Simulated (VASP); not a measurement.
A run of VASP 6.6.1 is set up as follows.

The input INCAR:

```
ALGO = Fast
EDIFF = 1E-6
ENCUT = 520
GGA = PE
ISIF = 2
ISMEAR = 0
LASPH = T
LCHARG = F
LREAL = F
LWAVE = F
NBANDS = 18
NELM = 60
PREC = Accurate
SIGMA = 0.1
```

File KPOINTS:

```
k-points
0
Gamma
  16 16 10
```

The input POSCAR:

```
Au
1.0
    1.3977481431     -2.4834348628      0.0000000000
    1.3977481431      2.4834348628      0.0000000000
    0.0000000000      0.0000000000      4.7229564969
Au
2
Direct
    0.6633007495      0.3366992505      0.2500000000
    0.3366992505      0.6633007495      0.7500000000
```

Potentials or basis: VASP PAW PBE potentials, release 64 (Au).

Launch:

```bash
$ cat potpaw_PBE.64/Au/POTCAR > POTCAR
$ mpirun -np 1 vasp_std > vasp.out
```

Question: Predict the pressure.

Answer: 16.7 GPa.

Question: Estimate the band gap on the k mesh.

Answer: Zero (bands 11 and 12 overlap by 6.79 eV).

Caveat: the cell stands under pressure; spin-orbit coupling is left out, which moves the levels of the heavy elements.
